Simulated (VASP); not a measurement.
# Si (P-1) in VASP: electric field gradients with r2SCAN

Aim: the electric field gradients of Si with r2SCAN.

Program: VASP 6.6.1. These are calculated values, not measurements. Logs are shortened: lines on timing, memory, paths and dates and some standing lists are left out, and cuts for length are marked.

## 1. The cell of the first run

The typed cell holds 2 atoms: a = 3.607 Å, b = 3.607 Å, c = 3.607 Å, α = 97.80°, β = 97.80°, γ = 136.76°.

## 2. Electric field gradients, r2SCAN (atom 2 (Si) moved by [0.028868, 0.028868, 0.028868] A)

Contents of POSCAR:

```
Si
1.0
   -2.3713723045      2.3713723045      1.3292653899
    2.3713723045     -2.3713723045      1.3292653899
    2.3713723045      2.3713723045     -1.3292653899
Si
2
Direct
    0.2500000000      0.7500000000      0.5000000000
    0.5169454001      0.5169454001      0.0121735419
```

Contents of INCAR.step1:

```
SYSTEM = Si
PREC = Accurate
ENCUT = 520
ISMEAR = -1
SIGMA = 0.08
LREAL = .FALSE.
LASPH = .TRUE.
NELM = 60
NBANDS = 11
GGA = PE
ALGO = Normal
EDIFF = 1E-4
LWAVE = .TRUE.
LCHARG = .FALSE.
```

Contents of INCAR.step2:

```
SYSTEM = Si
PREC = Accurate
ENCUT = 520
EDIFF = 1E-8
ISMEAR = -1
SIGMA = 0.08
LREAL = .FALSE.
LASPH = .TRUE.
NELM = 60
ALGO = Normal
ISIF = 2
LWAVE = .FALSE.
LCHARG = .FALSE.
METAGGA = R2SCAN
LMIXTAU = .TRUE.
LEFG = .TRUE.
NBANDS = 11
ISTART = 1
```

Contents of KPOINTS:

```
regular mesh
0
G
  16 16 16
  0 0 0
```

Potentials or basis: VASP PAW PBE potentials, release 64 (Si).

The run is started by

```
> cat potpaw_PBE.64/Si/POTCAR > POTCAR
> cp INCAR.step1 INCAR
> mpirun -np 1 vasp_std > vasp.out
> cp INCAR.step2 INCAR
> mpirun -np 1 vasp_std > vasp.out
```

OUTCAR:

```text
SYSTEM = Si
   PREC = Accurate
   ENCUT = 520
   EDIFF = 1E-8
   ISMEAR = -1
   LREAL = .FALSE.
   LASPH = .TRUE.
   NELM = 60
   ISIF = 2
   METAGGA = R2SCAN
   ISTART = 1

 ion  position               nearest neighbor table
   1  0.250  0.750  0.500-   2 2.43   2 2.44   2 2.48   2 2.50   2 3.06   2 3.10   2 3.10   2 3.14

   2  0.517  0.517  0.012-   1 2.43   1 2.44   1 2.48   1 2.50   1 3.06   1 3.10   1 3.10   1 3.14

  LATTYP: Found a body centered tetragonal cell.
 ALAT       =     4.7427446090
 C/A-ratio  =     0.5605468983

  Lattice vectors:

 A1 = (  -2.3713723045,   2.3713723045,   1.3292653899)
 A2 = (   2.3713723045,  -2.3713723045,   1.3292653899)
 A3 = (   2.3713723045,   2.3713723045,  -1.3292653899)

Analysis of symmetry for initial positions (statically):
=====================================================================
 Subroutine PRICEL returns:
 Original cell was already a primitive cell.

 Routine SETGRP: Setting up the symmetry group for a
 body centered tetragonal supercell.

 Subroutine GETGRP returns: Found  2 space group operations
 (whereof  1 operations were pure point group operations)
 out of a pool of 16 trial point group operations.

The static configuration has the point symmetry C_1 .
 The point group associated with its full space group is S_2 .

Analysis of symmetry for dynamics (positions and initial velocities):
=====================================================================
 Subroutine PRICEL returns:
 Original cell was already a primitive cell.

 Routine SETGRP: Setting up the symmetry group for a
 body centered tetragonal supercell.

 Subroutine GETGRP returns: Found  2 space group operations
 (whereof  1 operations were pure point group operations)
 out of a pool of 16 trial point group operations.

The dynamic configuration has the point symmetry C_1 .
 The point group associated with its full space group is S_2 .

 Subroutine INISYM returns: Found  2 space group operations
 (whereof  1 operations are pure point group operations),
 and found     1 'primitive' translations

----------------------------------------------------------------------------------------

                                     Primitive cell

  volume of cell :      29.9000

  direct lattice vectors                    reciprocal lattice vectors
    -2.371372304  2.371372304  1.329265390     0.000000000  0.210848376  0.376147610
     2.371372304 -2.371372304  1.329265390     0.210848376  0.000000000  0.376147610
     2.371372304  2.371372304 -1.329265390     0.210848376  0.210848376  0.000000000

  length of vectors
     3.607458896  3.607458896  3.607458896     0.431212317  0.431212317  0.298184633

  position of ions in fractional coordinates (direct lattice)
     0.250000000  0.750000000  0.500000000
     0.516945400  0.516945400  0.012173542

  ion indices of the primitive-cell ions
   primitive index   ion index
                 1           1
                 2           2

----------------------------------------------------------------------------------------

 KPOINTS: regular mesh

Automatic generation of k-mesh.
 Grid dimensions read from file:
 generate k-points for:   16   16   16

 Generating k-lattice:

  Cartesian coordinates                     Fractional coordinates (reciprocal lattice)
     0.000000000  0.013178024  0.023509226     0.062500000  0.000000000  0.000000000
     0.013178024  0.000000000  0.023509226     0.000000000  0.062500000  0.000000000
     0.013178024  0.013178024  0.000000000     0.000000000  0.000000000  0.062500000

  Length of vectors
     0.026950770  0.026950770  0.018636540

  Shift w.r.t. Gamma in fractional coordinates (k-lattice)
     0.000000000  0.000000000  0.000000000
[... 36 lines left out ...]
   dimension x,y,z NGX =    28 NGY =   28 NGZ =   28
   dimension x,y,z NGXF=    56 NGYF=   56 NGZF=   56
   ions per type =               2
   NGX,Y,Z   is equivalent  to a cutoff of  12.90, 12.90, 12.90 a.u.
   NGXF,Y,Z  is equivalent  to a cutoff of  25.81, 25.81, 25.81 a.u.
 SYSTEM =  Si
   PREC   = accura    normal or accurate (medium, high low for compatibility)
   ISTART =      1    job   : 0-new  1-cont  2-samecut
   ICHARG =      0    charge: 1-file 2-atom 10-const
   ISPIN  =      1    spin polarized calculation?
   LNONCOLLINEAR =      F non collinear calculations
   LSORBIT =      F    spin-orbit coupling
   LASPH  =      T    aspherical Exc in radial PAW
   ENCUT  =  520.0 eV  38.22 Ry    6.18 a.u.   6.71  6.71  6.71*2*pi/ulx,y,z
   NELM   =     60;   NELMIN=  2; NELMDL=  0     # of ELM steps
   EDIFF  = 0.1E-07   stopping-criterion for ELM
   LREAL  =      F    real-space projection
   EDIFFG = 0.1E-06   stopping-criterion for IOM
   NSW    =      0    number of steps for IOM
   IBRION =     -1    ionic relax: 0-MD 1-quasi-New 2-CG
   NFREE  =      0    steps in history (QN), initial steepest desc. (CG)
   ISIF   =      2    stress and relaxation
   ISYM   =      2    0-nonsym 1-usesym 2-fastsym
   POTIM  = 0.5000    time-step for ionic-motion
   TEBEG  =    0.0;   TEEND  =   0.0 temperature during run
   PSTRESS=    0.0 pullay stress
   NELECT =       8.0000    total number of electrons
   NUPDOWN=      -1.0000    fix difference up-down
   EMIN   =  10.00;   EMAX   =-10.00  energy-range for DOS
   EFERMI =   0.00;   METHOD = LEGACY
   ISMEAR =    -1;   SIGMA  =   0.08  broadening in eV -4-tet -1-fermi 0-gaus
   EFERMI_NEDOS =   21; number of points for ismear=-14 and -15
   IALGO  =     38    algorithm
   IMIX   =      4    mixing-type and parameters
     AMIX     =   0.40;   BMIX     =  1.00
     AMIX_MAG =   1.60;   BMIX_MAG =  1.00
  volume/ion in A,a.u.               =      14.95       100.89
  Fermi-wavevector in a.u.,A,eV,Ry     =   1.054908  1.993486 15.140973  1.112830
  Thomas-Fermi vector in A             =   2.190086
   LORBIT       =      0    0 simple, 1 ext, 2 COOP (PROOUT), +10 PAW based schemes
   METAGGA = R2SCAN    functional components
   LHFCALC =     F    Hartree Fock is set to
   AEXX    =    0.0000 exact exchange contribution
   IVDW    =     0    specifies the selected vdW correction
   LEPSILON=     F    determine dielectric tensor
   LRPA    =     F    only Hartree local field effects (RPA)
 non-spin polarized calculation
  energy-cutoff  :      520.00
  volume of cell :       29.90
 maximum number of plane-waves:       818
   NGX = 13   NGY = 13   NGZ = 13

 number of electron       8.0000000 magnetization

 Free energy of the ion-electron system (eV)
  ---------------------------------------------------
  ext. energy  EPLUGINS =         0.00000000
  ---------------------------------------------------
  free energy    TOTEN  =       -16.67574556 eV

  energy without entropy =      -16.66099528  energy(sigma->0) =      -16.66837042

 E-fermi :   9.4158     XC(G=0): -11.5776

 val. band max:        9.4149515920   @ k =  -0.1875  -0.4375   0.0000
 cond. band min:       9.4175214016   @ k =  -0.3125  -0.3750  -0.0000
 fundamental gap:      0.0025698096
 Fermi energy:         9.4158034824

 k-point     1 :       0.0000    0.0000    0.0000
  band No.  band energies     occupation
      1      -5.2649      2.00000
      2       6.7173      2.00000
      3       6.7498      2.00000
      4       7.7271      2.00000
      5      11.2607      0.00000
      6      17.3265      0.00000
      7      19.0563      0.00000
      8      19.1339      0.00000
      9      19.1981      0.00000
     10      20.2139      0.00000
     11      20.9075      0.00000
[... 309 lines left out ...]
 k-point    24 :      -0.0000    0.3750   -0.3750
  band No.  band energies     occupation
      1      -1.3324      2.00000
      2       5.2361      2.00000
      3       6.4280      2.00000
      4       7.0294      2.00000
      5       9.5688      0.25753
      6      11.7532      0.00000
      7      14.8035      0.00000
      8      15.0031      0.00000
      9      17.0595      0.00000
     10      18.5011      0.00000
     11      23.6288      0.00000

 [... further k-points ...]

------------------------ aborting loop because EDIFF is reached ----------------------------------------

  FORCE on cell =-STRESS in cart. coord.  units (eV):
  Direction    XX          YY          ZZ          XY          YZ          ZX
  --------------------------------------------------------------------------------------
  -------------------------------------------------------------------------------------
  Total        0.3991083      0.6367618      0.3832882     -0.0007453      0.0510673     -0.0464974
  in kB       21.3860294     34.1205795     20.5383187     -0.0399340      2.7364150     -2.4915411
  external PRESSURE =      25.3483092 kB  Pullay stress =       0.0000000 kB

 VOLUME and BASIS-vectors are now :
 -----------------------------------------------------------------------------
  energy-cutoff  :      520.00
  volume of cell :       29.90
      direct lattice vectors                 reciprocal lattice vectors
    -2.371372304  2.371372304  1.329265390     0.000000000  0.210848376  0.376147610
     2.371372304 -2.371372304  1.329265390     0.210848376  0.000000000  0.376147610
     2.371372304  2.371372304 -1.329265390     0.210848376  0.210848376  0.000000000

 POSITION                                       TOTAL-FORCE (eV/Angst)
 -----------------------------------------------------------------------------------
      2.37137     -0.00000      0.66463         0.151579      0.178839      0.024229
      0.02887      0.02887      1.35813        -0.151579     -0.178839     -0.024229
 -----------------------------------------------------------------------------------
    total drift:                                0.000036      0.000037     -0.000000

  FREE ENERGIE OF THE ION-ELECTRON SYSTEM (eV)
  ---------------------------------------------------
  free  energy   TOTEN  =       -16.6757455551 eV

  energy  without entropy=      -16.6609952815  energy(sigma->0) =      -16.66837042

 Electric field gradients (V/A^2)
---------------------------------------------------------------------
 ion       V_xx      V_yy      V_zz      V_xy      V_xz      V_yz
---------------------------------------------------------------------
   1      -7.955   -12.748    20.703     0.149     2.319    -2.313
   2      -7.955   -12.748    20.703     0.149     2.319    -2.313
---------------------------------------------------------------------

 Electric field gradients after diagonalization (V/A^2)
 (convention: |V_zz| > |V_xx| > |V_yy|)
----------------------------------------------------------------------
 ion       V_xx      V_yy      V_zz     asymmetry (V_yy - V_xx)/ V_zz
----------------------------------------------------------------------
   1     -12.927    -8.118    21.045       0.229
   2     -12.927    -8.118    21.045       0.229
----------------------------------------------------------------------

           NMR quadrupolar parameters

 Cq : quadrupolar parameter    Cq=e*Q*V_zz/h
 eta: asymmetry parameters     (V_yy - V_xx)/ V_zz
 Q  : nuclear electric quadrupole moment in mb (millibarn)
----------------------------------------------------------------------
 ion       Cq(MHz)       eta       Q (mb)
----------------------------------------------------------------------
   1       0.051       0.229       1.000
   2       0.051       0.229       1.000
----------------------------------------------------------------------
```

Run time: 60 min. Hardware: 1 thread of Oxide Virtual Turin-like, shared host; peak memory 0.56 GiB.

Results:

- Free energy: -16.6757 eV
- Pressure: 2.5 GPa
- Largest force: 0.236 eV/Å
- Band gap on the k mesh: zero (bands 4 and 5 overlap by 6.77 eV)
- Largest electric field gradient by atom: Si +21.0 V/Å²

Forces on the atoms (eV/Å):
```
Si   0.152  0.179  0.024
Si  -0.152 -0.179 -0.024
```

Stress tensor (GPa, compression positive):
```
 2.14  0.00 -0.25
 0.00  3.41  0.27
-0.25  0.27  2.05
```

Electric field gradients, principal values (V/Å²):
| atom | least | middle | greatest (by size) |
| --- | --- | --- | --- |
| 1 Si | -8.118 | -12.927 | 21.045 |
| 2 Si | -8.118 | -12.927 | 21.045 |

Caveat: the cell differs from its parent crystal (atom 2 (Si) moved by [0.028868, 0.028868, 0.028868] A); without QUAD_EFG the Cq values of the log hold for a quadrupole moment of 1 mb, not for the nuclei; the PAW data sets were made with another functional, which shifts forces and pressure a little.
